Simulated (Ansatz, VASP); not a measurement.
## AlP in VASP and in Ansatz

```
CELL_PARAMETERS angstrom
0.00000 2.72550 2.72550
2.72550 0.00000 2.72550
2.72550 2.72550 0.00000
ATOMIC_POSITIONS crystal
Al 0.00000 0.00000 0.00000
P 0.75000 0.75000 0.75000
```

Alike in both runs: task single point; functional PBE; k mesh 8 × 8 × 8; occupations gaussian, width 0.05 eV; no spin polarisation.

```csv
,VASP,Ansatz
version,VASP 6.6.1,Ansatz 0.2.0
potentials or method,"VASP PAW PBE potentials, release 64 (Al, P), cutoff 500 eV","scalar-relativistic, plane waves, PAW"
valence electrons in the cell,8,8
```

VASP gave:

```
gap on the k mesh at the Fermi level (eV) : 1.57
least direct gap on the mesh (eV)         : 3.35
pressure (GPa)                            : 2.6
```

Task: Which values does Ansatz return?

Result: gap on the k mesh at the Fermi level (eV): 1.57; least direct gap on the mesh (eV): 3.35; pressure (GPa): 2.7.
